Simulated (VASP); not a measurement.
Set up this calculation in VASP 6.6.1, as the native input.

```
Task                               : single point
Functional                         : r2SCAN0
Potentials or basis                : VASP PAW PBE potentials, release 64 (Al)
Cutoff                             : 520 eV
k mesh                             : 6 × 6 × 3
Occupations                        : fermi-dirac, width 0.05 eV
Spin                               : no spin polarisation
Dipole correction                  : no
Grid for exact exchange (PRECFOCK) : Normal
Further INCAR settings             : ALGO = Normal; EDIFF = 1e-06; NBANDS = 10
Share of exact exchange            : 0.25
```

The system is Al.

```
Al
1.0
     2.81246    0.00000    0.00000
    -1.40623    2.43566    0.00000
     0.00000    0.00000    4.86685
Al
2
Direct
  0.33333 0.66667 0.25000
  0.66667 0.33333 0.75000
```

This isn't the form of Al at room conditions, which is fcc.

These files were run (other wordings do the same):

POSCAR

```
Al
1.0
    2.8124553515      0.0000000000      0.0000000000
   -1.4062276757      2.4356577814      0.0000000000
    0.0000000000      0.0000000000      4.8668500000
Al
2
Direct
    0.3333333333      0.6666666667      0.2500000000
    0.6666666667      0.3333333333      0.7500000000
```

INCAR.step1

```
SYSTEM = Al
PREC = Accurate
ENCUT = 520
EDIFF = 1E-5
ISMEAR = -1
SIGMA = 0.05
LREAL = .FALSE.
LASPH = .TRUE.
NELM = 60
ALGO = Normal
ISIF = 2
LWAVE = .TRUE.
LCHARG = .FALSE.
GGA = PE
NBANDS = 10
```

INCAR.step2

```
SYSTEM = Al
PREC = Accurate
ENCUT = 520
EDIFF = 1E-6
ISMEAR = -1
SIGMA = 0.05
LREAL = .FALSE.
LASPH = .TRUE.
NELM = 60
ALGO = Normal
ISIF = 2
LWAVE = .FALSE.
LCHARG = .FALSE.
METAGGA = R2SCAN
LHFCALC = .TRUE.
AEXX = 0.25
LMIXTAU = .TRUE.
PRECFOCK = Normal
ISTART = 1
NBANDS = 10
```

KPOINTS

```
Automatic mesh
0
G
  6 6 3
  0 0 0
```

Potentials or basis: VASP PAW PBE potentials, release 64 (Al).

Run with:

```bash
$ cat potpaw_PBE.64/Al/POTCAR > POTCAR
$ cp INCAR.step1 INCAR
$ mpirun -np 1 vasp_std > vasp.out
$ cp INCAR.step2 INCAR
$ mpirun -np 1 vasp_std > vasp.out
```

Results of the run:

* Pressure: -0.8 GPa
* Band gap on the k mesh: zero (bands 3 and 4 overlap by 4.99 eV)

Caveat: the k points lie up to 0.43 Å⁻¹ apart, too coarse for converged energies and pressures of a metal; the PAW data sets were made with another functional, which shifts forces and pressure a little.

Run time: 3.1 min on 1 thread of Intel(R) Xeon(R) Platinum 8259CL CPU @ 2.50GHz (Skylake/Cascade Lake), on a shared host, peak memory 0.16 GiB.
